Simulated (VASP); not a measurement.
K:

```
K
1.0
    -2.69756    2.69756    2.69756
     2.69756   -2.69756    2.69756
     2.69756    2.69756   -2.69756
K
1
Direct
  0.00000 0.00000 0.00000
```

```yaml
Program: VASP 6.6.1
Task: relaxation of cell and atoms
Functional: PBEsol
Dispersion: D4
Potentials_or_basis: VASP PAW PBE potentials, release 64 (K_sv)
Cutoff: 600 eV
k_mesh: 7 × 7 × 7
Occupations: fermi-dirac, width 0.05 eV
Spin: no spin polarisation
```

At the start: pressure -0.4 GPa; volume 78.52 Å³/atom.

Where does the relaxation end?

Over 13 steps the energy falls by 12.4 meV/atom and the volume is 69.95 Å³/atom (-10.9 %); space group Im-3m (No. 229, to 0.05 Å).

Step by step:
| step | energy change (eV) | largest force (eV/Å) | pressure (GPa) | volume (Å³) |
| --- | --- | --- | --- | --- |
| 1 | 0.0000 | 0.0000 | -0.39 | 78.52 |
| 2 | -0.0047 | 0.0000 | -0.32 | 76.38 |
| 3 | -0.0118 | 0.0000 | -0.11 | 71.21 |
| 4 | 0.0129 | 0.0000 | 0.07 | 68.98 |
| 5 | -0.0123 | 0.0000 | 0.48 | 69.83 |
| 6 | -0.0119 | 0.0000 | -0.09 | 70.95 |
| 7 | -0.0122 | 0.0000 | -0.07 | 70.39 |
| 8 | -0.0123 | 0.0000 | -0.04 | 70.11 |
| 9 | -0.0123 | 0.0000 | -0.05 | 70.09 |
| 10 | -0.0124 | 0.0000 | -0.03 | 70.01 |
| 11 | -0.0124 | 0.0000 | -0.04 | 70.00 |
| 12 | -0.0124 | 0.0000 | -0.04 | 69.99 |
| 13 | -0.0124 | 0.0000 | -0.02 | 69.95 |

Final structure:
```cif
data_structure
_symmetry_space_group_name_H-M 'P 1'
_symmetry_Int_Tables_number 1
_cell_length_a 4.4958
_cell_length_b 4.4958
_cell_length_c 4.4958
_cell_angle_alpha 109.471
_cell_angle_beta 109.471
_cell_angle_gamma 109.471
_cell_volume 69.95
loop_
_atom_site_label
_atom_site_type_symbol
_atom_site_fract_x
_atom_site_fract_y
_atom_site_fract_z
_atom_site_occupancy
K1 K 0.00000 0.00000 0.00000 1
```

Caveat: the PAW data sets were made with another functional, which shifts forces and pressure a little; pairwise dispersion overbinds metals, which lowers pressure and volume.
